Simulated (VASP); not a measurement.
Set up this calculation in VASP 6.6.1, as the native input.

| Item | Value |
| --- | --- |
| Task | single point |
| Functional | HSE06 |
| Potentials or basis | VASP PAW PBE potentials, release 64 (Cu, I) |
| Cutoff | 520 eV |
| k mesh | 6 × 6 × 6 |
| Occupations | gaussian, width 0.01 eV |
| Spin | no spin polarisation |
| Dipole correction | no |
| Grid for exact exchange (PRECFOCK) | Normal |
| Further INCAR settings | ALGO = Normal; EDIFF = 1e-06; NBANDS = 16 |
| Screening parameter | 0.2079 1/Å |

Crystal: CuI.

```xyz
2
Lattice="0.0000 3.0473 3.0473 3.0473 0.0000 3.0473 3.0473 3.0473 0.0000" Properties=species:S:1:pos:R:3 pbc="T T T"
Cu    0.0000    0.0000    0.0000
I     1.5236    1.5236    1.5236
```

These files were run (other wordings do the same):

POSCAR

```
CuI
1.0
    0.0000000000      3.0472789325      3.0472789325
    3.0472789325      0.0000000000      3.0472789325
    3.0472789325      3.0472789325      0.0000000000
Cu I
1 1
Direct
    0.0000000000      0.0000000000      0.0000000000
    0.2500000000      0.2500000000      0.2500000000
```

INCAR.step1

```
SYSTEM = CuI
PREC = Accurate
ENCUT = 520
EDIFF = 1E-5
ISMEAR = 0
SIGMA = 0.01
LREAL = .FALSE.
LASPH = .TRUE.
NELM = 100
ALGO = Normal
ISIF = 2
LWAVE = .TRUE.
GGA = PE
NBANDS = 16
```

INCAR.step2

```
SYSTEM = CuI
PREC = Accurate
ENCUT = 520
EDIFF = 1E-6
ISMEAR = 0
SIGMA = 0.01
LREAL = .FALSE.
LASPH = .TRUE.
NELM = 100
ALGO = Normal
ISIF = 2
LWAVE = .FALSE.
LCHARG = .TRUE.
GGA = PE
LHFCALC = .TRUE.
HFSCREEN = 0.2079
PRECFOCK = Normal
LELF = .TRUE.
LVHAR = .TRUE.
ISTART = 1
NBANDS = 16
```

KPOINTS

```
regular mesh
0
G
  6 6 6
  0 0 0
```

Potentials or basis: VASP PAW PBE potentials, release 64 (Cu, I).

Run with:

```console
$ cat potpaw_PBE.64/Cu/POTCAR potpaw_PBE.64/I/POTCAR > POTCAR
$ cp INCAR.step1 INCAR
$ mpirun -np 1 vasp_std > vasp.out
$ cp INCAR.step2 INCAR
$ mpirun -np 1 vasp_std > vasp.out
```

It gave:

```json
{"Pressure": "-0.2 GPa", "Band gap on the k mesh": "2.55 eV, direct"}
```

Caveat: the PAW data sets were made with another functional, which shifts forces and pressure a little; spin-orbit coupling is left out, which moves the levels of the heavy elements.

Run time: 61 min on 1 thread of Intel(R) Xeon(R) Platinum 8488C (Sapphire Rapids), on a shared host, peak memory 0.32 GiB.
